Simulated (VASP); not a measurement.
# Si2P3 (Pmm2) in VASP: single point with PBE

Aim: the single point of Si2P3 with PBE.

Everything below comes from runs of VASP 6.6.1. Logs are shortened: lines on timing, memory, paths and dates and some standing lists are left out, and cuts for length are marked.

## 1. The cell of the first run

Symmetry: Pmm2, No. 25, orthorhombic system. Conventional cell: a = 3.194 Å, b = 3.197 Å, c = 7.546 Å, α = 90.00°, β = 90.00°, γ = 90.00°. Within 3.4 Å of Si (site symmetry mm2) lie 8 P at 2.56 to 2.69 Å and 4 Si at 3.19 to 3.20 Å. Within 3.4 Å of Si (site symmetry mm2) lie 8 P at 2.49 to 3.32 Å and 4 Si at 3.19 to 3.20 Å. P (site symmetry mm2) has 6 Si at 2.53 to 2.56 Å and 7 P at 2.67 to 3.40 Å within 3.5 Å. Within 3.4 Å of P (site symmetry mm2) lie 7 P at 2.46 to 3.20 Å and 6 Si at 2.69 to 3.32 Å. P (site symmetry mm2) has 6 P at 2.46 to 3.20 Å and 4 Si at 2.49 Å within 3.2 Å.

The cell was built from a structure type or drawn by symmetry, and may not be a known phase.

## 2. Single point, PBE

Contents of INCAR:

```
ALGO = Normal
EDIFF = 1E-6
ENCUT = 500
GGA = PE
GGA_COMPAT = F
ISIF = 2
ISMEAR = 0
LASPH = T
LCHARG = T
LELF = T
LREAL = F
LVHAR = T
LWAVE = F
NBANDS = 20
NELM = 120
PREC = Accurate
SIGMA = 0.2
```

Contents of KPOINTS:

```
k-points
0
Gamma
  4 4 3
```

Contents of POSCAR:

```
Si2P3
1.0
    3.1936271077      0.0000000000      0.0000000000
    0.0000000000      3.1974495638      0.0000000000
    0.0000000000      0.0000000000      7.5457766723
Si P
2 3
Direct
    0.0000000000      0.5000000000     -0.0456047200
    0.5000000000      0.5000000000      0.5343808310
    0.5000000000      0.0000000000      0.7945092504
    0.5000000000      0.0000000000      0.1487359284
    0.0000000000      0.0000000000      0.3959787001
```

Potentials or basis: VASP PAW PBE potentials, release 64 (Si, P).

Command:

```bash
$ cat potpaw_PBE.64/Si/POTCAR potpaw_PBE.64/P/POTCAR > POTCAR
$ mpirun -np 1 vasp_std > vasp.out
```

OUTCAR:

```text
EDIFF = 1E-6
   ENCUT = 500
   GGA = PE
   ISIF = 2
   ISMEAR = 0
   LASPH = T
   LREAL = F
   NELM = 120
   PREC = Accurate

 ion  position               nearest neighbor table
   1  0.000  0.500  0.954-   3 2.56   3 2.56   3 2.56   3 2.56   4 2.69   4 2.69   4 2.69   4 2.69

   2  0.500  0.500  0.534-   5 2.49   5 2.49   5 2.49   5 2.49   3 2.53   3 2.53
   3  0.500  0.000  0.795-   2 2.53   2 2.53   1 2.56   1 2.56   1 2.56   1 2.56   4 2.67
   4  0.500  0.000  0.149-   5 2.46   5 2.46   3 2.67   1 2.69   1 2.69   1 2.69   1 2.69
   5  0.000  0.000  0.396-   4 2.46   4 2.46   2 2.49   2 2.49   2 2.49   2 2.49

  LATTYP: Found a simple orthorhombic cell.
 ALAT       =     3.1936271077
 B/A-ratio  =     1.0011969012
 C/A-ratio  =     2.3627607162

  Lattice vectors:

 A1 = (   3.1936271077,   0.0000000000,   0.0000000000)
 A2 = (   0.0000000000,   3.1974495638,   0.0000000000)
 A3 = (   0.0000000000,   0.0000000000,   7.5457766723)

Analysis of symmetry for initial positions (statically):
=====================================================================
 Subroutine PRICEL returns:
 Original cell was already a primitive cell.

 Routine SETGRP: Setting up the symmetry group for a
 simple orthorhombic supercell.

 Subroutine GETGRP returns: Found  4 space group operations
 (whereof  4 operations were pure point group operations)
 out of a pool of  8 trial point group operations.

The static configuration has the point symmetry C_2v.

Analysis of symmetry for dynamics (positions and initial velocities):
=====================================================================
 Subroutine PRICEL returns:
 Original cell was already a primitive cell.

 Routine SETGRP: Setting up the symmetry group for a
 simple orthorhombic supercell.

 Subroutine GETGRP returns: Found  4 space group operations
 (whereof  4 operations were pure point group operations)
 out of a pool of  8 trial point group operations.

The dynamic configuration has the point symmetry C_2v.

 Subroutine INISYM returns: Found  4 space group operations
 (whereof  4 operations are pure point group operations),
 and found     1 'primitive' translations

----------------------------------------------------------------------------------------

                                     Primitive cell

  volume of cell :      77.0534

  direct lattice vectors                    reciprocal lattice vectors
     3.193627108  0.000000000  0.000000000     0.313123595  0.000000000  0.000000000
     0.000000000  3.197449564  0.000000000     0.000000000  0.312749265  0.000000000
     0.000000000  0.000000000  7.545776672     0.000000000  0.000000000  0.132524463

  length of vectors
     3.193627108  3.197449564  7.545776672     0.313123595  0.312749265  0.132524463

  position of ions in fractional coordinates (direct lattice)
     0.000000000  0.500000000  0.954395280
     0.500000000  0.500000000  0.534380831
     0.500000000  0.000000000  0.794509250
     0.500000000  0.000000000  0.148735928
     0.000000000  0.000000000  0.395978700

  ion indices of the primitive-cell ions
   primitive index   ion index
                 1           1
                 2           2
                 3           3
                 4           4
                 5           5

----------------------------------------------------------------------------------------

 KPOINTS: k-points

Automatic generation of k-mesh.
 Grid dimensions read from file:
 generate k-points for:    4    4    3

 Generating k-lattice:

  Cartesian coordinates                     Fractional coordinates (reciprocal lattice)
     0.078280899  0.000000000  0.000000000     0.250000000  0.000000000  0.000000000
     0.000000000  0.078187316  0.000000000     0.000000000  0.250000000  0.000000000
     0.000000000  0.000000000  0.044174821     0.000000000  0.000000000  0.333333333

  Length of vectors
     0.078280899  0.078187316  0.044174821

  Shift w.r.t. Gamma in fractional coordinates (k-lattice)
     0.000000000  0.000000000  0.000000000

 Subroutine IBZKPT returns following result:
 ===========================================

 Found     18 irreducible k-points:

 Following reciprocal coordinates:
            Coordinates               Weight
  0.000000  0.000000  0.000000      1.000000
  0.250000  0.000000  0.000000      2.000000
  0.500000  0.000000  0.000000      1.000000
  0.000000  0.250000  0.000000      2.000000
  0.250000  0.250000  0.000000      4.000000
  0.500000  0.250000  0.000000      2.000000
[... 10 lines left out ...]
  0.250000  0.500000  0.333333      4.000000
  0.500000  0.500000  0.333333      2.000000
   k-points           NKPTS =     18   k-points in BZ     NKDIM =     18   number of bands    NBANDS=     20
   number of dos      NEDOS =    301   number of ions     NIONS =      5
   total plane-waves  NPLWV =  32256
   dimension x,y,z NGX =    24 NGY =   24 NGZ =   56
   dimension x,y,z NGXF=    48 NGYF=   48 NGZF=  112
   ions per type =               2   3
   NGX,Y,Z   is equivalent  to a cutoff of  12.49, 12.48, 12.34 a.u.
   NGXF,Y,Z  is equivalent  to a cutoff of  24.99, 24.96, 24.68 a.u.
 SYSTEM =  unknown system
   PREC   = accura    normal or accurate (medium, high low for compatibility)
   ISTART =      0    job   : 0-new  1-cont  2-samecut
   ICHARG =      2    charge: 1-file 2-atom 10-const
   ISPIN  =      1    spin polarized calculation?
   LNONCOLLINEAR =      F non collinear calculations
   LSORBIT =      F    spin-orbit coupling
   LASPH  =      T    aspherical Exc in radial PAW
   ENCUT  =  500.0 eV  36.75 Ry    6.06 a.u.   5.82  5.83 13.76*2*pi/ulx,y,z
   NELM   =    120;   NELMIN=  2; NELMDL= -5     # of ELM steps
   EDIFF  = 0.1E-05   stopping-criterion for ELM
   LREAL  =      F    real-space projection
   EDIFFG = 0.1E-04   stopping-criterion for IOM
   NSW    =      0    number of steps for IOM
   IBRION =     -1    ionic relax: 0-MD 1-quasi-New 2-CG
   NFREE  =      0    steps in history (QN), initial steepest desc. (CG)
   ISIF   =      2    stress and relaxation
   ISYM   =      2    0-nonsym 1-usesym 2-fastsym
   POTIM  = 0.5000    time-step for ionic-motion
   TEBEG  =    0.0;   TEEND  =   0.0 temperature during run
   PSTRESS=    0.0 pullay stress
   NELECT =      23.0000    total number of electrons
   NUPDOWN=      -1.0000    fix difference up-down
   EMIN   =  10.00;   EMAX   =-10.00  energy-range for DOS
   EFERMI =   0.00;   METHOD = LEGACY
   ISMEAR =     0;   SIGMA  =   0.20  broadening in eV -4-tet -1-fermi 0-gaus
   EFERMI_NEDOS =   21; number of points for ismear=-14 and -15
   IALGO  =     38    algorithm
   IMIX   =      4    mixing-type and parameters
     AMIX     =   0.40;   BMIX     =  1.00
     AMIX_MAG =   1.60;   BMIX_MAG =  1.00
  volume/ion in A,a.u.               =      15.41       104.00
  Fermi-wavevector in a.u.,A,eV,Ry     =   1.094091  2.067532 16.286655  1.197035
  Thomas-Fermi vector in A             =   2.230389
   LORBIT       =      0    0 simple, 1 ext, 2 COOP (PROOUT), +10 PAW based schemes
   GGA     = PE    functional components
   LHFCALC =     F    Hartree Fock is set to
   AEXX    =    0.0000 exact exchange contribution
   IVDW    =     0    specifies the selected vdW correction
   LEPSILON=     F    determine dielectric tensor
   LRPA    =     F    only Hartree local field effects (RPA)
 non-spin polarized calculation
 Gauss-broadening in eV      SIGMA  =   0.20
  energy-cutoff  :      500.00
  volume of cell :       77.05
 maximum number of plane-waves:      1980
 NGX is ok and might be reduce to    24
   NGX = 11   NGY = 11   NGZ = 27

 number of electron      22.9999998 magnetization

 Free energy of the ion-electron system (eV)
  ---------------------------------------------------
  ext. energy  EPLUGINS =         0.00000000
  ---------------------------------------------------
  free energy    TOTEN  =       -24.84322350 eV

  energy without entropy =      -24.79689772  energy(sigma->0) =      -24.82006061

 E-fermi :   8.9455     XC(G=0): -10.9680

 val. band max:        8.8987476382   @ k =   0.0000   0.2500   0.3333
 cond. band min:       8.9717000286   @ k =   0.2500   0.0000   0.3333
 fundamental gap:      0.0729523904
 Fermi energy:         8.9454927155

 k-point     1 :       0.0000    0.0000    0.0000
  band No.  band energies     occupation
      1      -6.3534      2.00000
      2      -4.4582      2.00000
      3      -3.2819      2.00000
      4       3.1439      2.00000
      5       3.4953      2.00000
      6       6.2996      2.00000
[... 12 lines left out ...]
     19      15.0978      0.00000
     20      15.3157      0.00000

 k-point     2 :       0.2500    0.0000    0.0000
  band No.  band energies     occupation
      1      -5.5313      2.00000
      2      -3.6695      2.00000
      3      -2.5575      2.00000
      4       1.3429      2.00000
      5       3.2971      2.00000
      6       3.9516      2.00000
[... 12 lines left out ...]
     19      15.0207      0.00000
     20      15.8082      0.00000

 k-point     3 :       0.5000    0.0000    0.0000
  band No.  band energies     occupation
      1      -3.6765      2.00000
      2      -2.7579      2.00000
      3      -1.4373      2.00000
      4      -0.5450      2.00000
      5      -0.3968      2.00000
      6       2.1303      2.00000
[... 12 lines left out ...]
     19      14.7286      0.00000
     20      14.9092      0.00000

 k-point     4 :       0.0000    0.2500    0.0000
  band No.  band energies     occupation
      1      -5.5971      2.00000
      2      -3.6915      2.00000
      3      -2.5559      2.00000
      4       1.7249      2.00000
      5       3.3077      2.00000
      6       3.9464      2.00000
[... 291 lines left out ...]
 k-point    17 :       0.2500    0.5000    0.3333
  band No.  band energies     occupation
      1      -3.2953      2.00000
      2      -2.1685      2.00000
      3      -0.3186      2.00000
      4       0.5828      2.00000
      5       0.6420      2.00000
      6       3.4315      2.00000
[... 12 lines left out ...]
     19      14.6457      0.00000
     20      16.5185      0.00000

 k-point    18 :       0.5000    0.5000    0.3333
  band No.  band energies     occupation
      1      -1.5667      2.00000
      2      -0.9013      2.00000
      3      -0.2612      2.00000
      4       1.6245      2.00000
      5       2.3666      2.00000
      6       2.7113      2.00000
[... 12 lines left out ...]
     19      15.0068      0.00000
     20      15.9129      0.00000

------------------------ aborting loop because EDIFF is reached ----------------------------------------

  FORCE on cell =-STRESS in cart. coord.  units (eV):
  Direction    XX          YY          ZZ          XY          YZ          ZX
  --------------------------------------------------------------------------------------
  -------------------------------------------------------------------------------------
  Total       -0.1168782     -0.2224403     -0.2157525      0.0000000      0.0000000      0.0000000
  in kB       -2.4302578     -4.6252188     -4.4861590      0.0000000      0.0000000      0.0000000
  external PRESSURE =      -3.8472118 kB  Pullay stress =       0.0000000 kB

 VOLUME and BASIS-vectors are now :
 -----------------------------------------------------------------------------
  energy-cutoff  :      500.00
  volume of cell :       77.05
      direct lattice vectors                 reciprocal lattice vectors
     3.193627108  0.000000000  0.000000000     0.313123595  0.000000000  0.000000000
     0.000000000  3.197449564  0.000000000     0.000000000  0.312749265  0.000000000
     0.000000000  0.000000000  7.545776672     0.000000000  0.000000000  0.132524463

 POSITION                                       TOTAL-FORCE (eV/Angst)
 -----------------------------------------------------------------------------------
      0.00000      1.59872      7.20165         0.000000      0.000000     -0.073713
      1.59681      1.59872      4.03232         0.000000      0.000000     -0.034135
      1.59681      0.00000      5.99519         0.000000      0.000000      0.036077
      1.59681      0.00000      1.12233         0.000000      0.000000      0.065821
      0.00000      0.00000      2.98797         0.000000      0.000000      0.005950
 -----------------------------------------------------------------------------------
    total drift:                               -0.000000     -0.000000      0.000047

  FREE ENERGIE OF THE ION-ELECTRON SYSTEM (eV)
  ---------------------------------------------------
  free  energy   TOTEN  =       -24.8432234960 eV

  energy  without entropy=      -24.7968977242  energy(sigma->0) =      -24.82006061
```

It took 30 s on 1 thread of AMD EPYC 7R43 (Zen 3), shared host; peak memory 0.14 GiB.

What came out:

```yaml
Free_energy: -24.8432 eV
Pressure: -0.4 GPa
Largest_force: 0.074 eV/Å
Band_gap_on_the_k_mesh: zero (an odd number of electrons rules out a gap without spin polarisation)
```

Forces on the atoms (eV/Å):
```
Si   0.000  0.000 -0.074
Si   0.000  0.000 -0.034
P    0.000  0.000  0.036
P    0.000  0.000  0.066
P    0.000  0.000  0.006
```

Stress tensor (GPa, compression positive):
```
-0.24  0.00  0.00
 0.00 -0.46  0.00
 0.00  0.00 -0.45
```

Levels at points of the mesh, in eV from the Fermi level:
```tsv
k point	band 8	band 9	band 10	band 11	band 12	band 13
(0.00, 0.00, 0.00)	-1.01	-0.97	-0.51	0.31	0.37	0.50
(0.50, 0.00, 0.00)	-2.43	-1.85	-0.27	0.45	0.50	1.61
(0.00, 0.50, 0.00)	-2.98	-1.08	-1.05	0.66	0.91	2.20
(0.50, 0.50, 0.00)	-5.42	-5.18	-4.68	-4.10	-1.40	-1.04
```

Caveat: the k points lie up to 0.49 Å⁻¹ apart, too coarse for converged energies and pressures of a metal.
